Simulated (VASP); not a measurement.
**CdTe: single point with PBE**

The system is CdTe.

```
Cd Te
1.0
     0.00000    3.34145    3.34145
     3.34145    0.00000    3.34145
     3.34145    3.34145    0.00000
Cd Te
1 1
Direct
  0.00000 0.00000 0.00000
  0.25000 0.25000 0.25000
```

This cell differs from its parent crystal: volume scaled by 1.03.

```
Program                : VASP 6.6.1
Task                   : single point
Functional             : PBE
Potentials or basis    : VASP PAW PBE potentials, release 64 (Cd, Te)
Cutoff                 : 520 eV
k mesh                 : 10 × 10 × 10
Occupations            : gaussian, width 0.02 eV
Spin                   : no spin polarisation
Dipole correction      : no
Further INCAR settings : ALGO = Normal; EDIFF = 1e-06; NBANDS = 16
```

```yaml
Pressure: -0.9 GPa
Band_gap_on_the_k_mesh: 0.50 eV, direct
```

Levels at points of the mesh, in eV from the valence-band top:
| k point | band 6 | band 7 | band 8 | band 9 | band 10 | band 11 | band 12 | band 13 |
| --- | --- | --- | --- | --- | --- | --- | --- | --- |
| (0.00, 0.00, 0.00) | -7.81 | 0.00 | 0.00 | 0.00 | 0.50 | 4.65 | 4.65 | 4.65 |
| (0.50, 0.00, 0.00) | -7.53 | -3.93 | -0.65 | -0.65 | 1.72 | 5.21 | 5.21 | 6.95 |
| (0.50, 0.50, 0.00) | -7.42 | -3.88 | -1.57 | -1.57 | 2.66 | 2.80 | 8.37 | 8.67 |

It took 76 s on 1 thread of Intel Xeon 8259CL (shared host), peak memory 0.24 GiB.

Caveat: spin-orbit coupling is left out, which moves the levels of the heavy elements.
